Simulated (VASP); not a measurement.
Wanted: the native input for a VASP 6.6.1 run.

```
Task                   : single point
Functional             : PBE
Potentials or basis    : VASP PAW PBE potentials, release 64 (Hf_pv, N)
Cutoff                 : 520 eV
k mesh                 : 18 × 18 × 18
Occupations            : gaussian, width 0.15 eV
Spin                   : no spin polarisation
Dipole correction      : no
Further INCAR settings : ALGO = Normal; EDIFF = 1e-06; NBANDS = 14
```

The structure of HfN lies in POSCAR:

```
HfN
1.0
    0.0000000000      2.1912300000      2.1912300000
    2.2590000000     -0.0677700000      2.2590000000
    2.2590000000      2.2590000000     -0.0677700000
Hf N
1 1
Direct
    0.0000000000      0.0000000000      0.0000000000
    0.5000000000      0.5000000000      0.5000000000
```

This cell differs from its parent crystal: strain -0.0600 x Voigt [0, 0, 0, 1, 0, 0].

These files were run (other wordings do the same):

INCAR

```
SYSTEM = HfN
  PREC = Accurate
  ENCUT = 520
  EDIFF = 1E-6
  ISMEAR = 0
  SIGMA = 0.15
  LREAL = .FALSE.
  LASPH = .TRUE.
  NELM = 100
  ALGO = Normal
  ISIF = 2
  LWAVE = .FALSE.
  LCHARG = .FALSE.
  GGA = PE
  NBANDS = 14
```

KPOINTS

```
regular mesh
0
G
  18 18 18
  0 0 0
```

Potentials or basis: VASP PAW PBE potentials, release 64 (Hf_pv, N).

Launch:

```sh
$ cat potpaw_PBE.64/Hf_pv/POTCAR potpaw_PBE.64/N/POTCAR > POTCAR
$ mpirun -np 1 vasp_std > vasp.out
```

It gave:

* Pressure: 3.4 GPa
* Band gap on the k mesh: zero (an odd number of electrons rules out a gap without spin polarisation)

Caveat: the cell differs from its parent crystal (strain -0.0600 x Voigt [0, 0, 0, 1, 0, 0]); the cell stands under pressure; spin-orbit coupling is left out, which moves the levels of the heavy elements.

Run time: 2.7 min on 1 thread of Intel(R) Xeon(R) Platinum 8375C CPU @ 2.90GHz (Ice Lake), with other jobs on the host, peak memory 0.39 GiB.
